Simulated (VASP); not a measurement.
# AlAs: single point with PBE

Crystal: AlAs.

```
CELL_PARAMETERS angstrom
0.00000 2.54387 2.54387
2.54387 0.00000 2.54387
2.54387 2.54387 0.00000
ATOMIC_POSITIONS crystal
Al 0.00000 0.00000 0.00000
As 0.75000 0.75000 0.75000
```

* Program: VASP 6.6.1
* Task: single point
* Functional: PBE
* Potentials or basis: VASP PAW PBE potentials, release 64 (Al, As)
* Cutoff: 500 eV
* k mesh: 8 × 8 × 8
* Occupations: gaussian, width 0.01 eV
* Spin: no spin polarisation
* Dipole correction: no
* Further INCAR settings: ALGO = Normal; EDIFF = 1e-06; NBANDS = 11

```json
{
  "Pressure": "50.8 GPa",
  "Band gap on the k mesh": "0.69 eV, indirect (least direct gap 3.67 eV)"
}
```

Levels at points of the mesh, in eV from the valence-band top:
```tsv
k point	band 1	band 2	band 3	band 4	band 5	band 6	band 7	band 8	band 9
(0.00, 0.00, 0.00)	-14.03	0.00	0.00	0.00	4.80	4.86	4.86	4.86	9.63
(0.50, 0.00, 0.00)	-11.73	-7.29	-1.06	-1.06	3.45	4.80	4.80	8.19	12.94
(0.50, 0.50, 0.00)	-10.82	-6.77	-2.98	-2.98	0.69	2.18	12.74	12.74	14.41
```

It took 16 s on 1 thread of Intel(R) Xeon(R) Platinum 8488C (Sapphire Rapids), on a shared host, peak memory 0.16 GiB.

A k mesh can miss the band edges. PBE gaps usually lie below the measured ones, often by a third to a half.
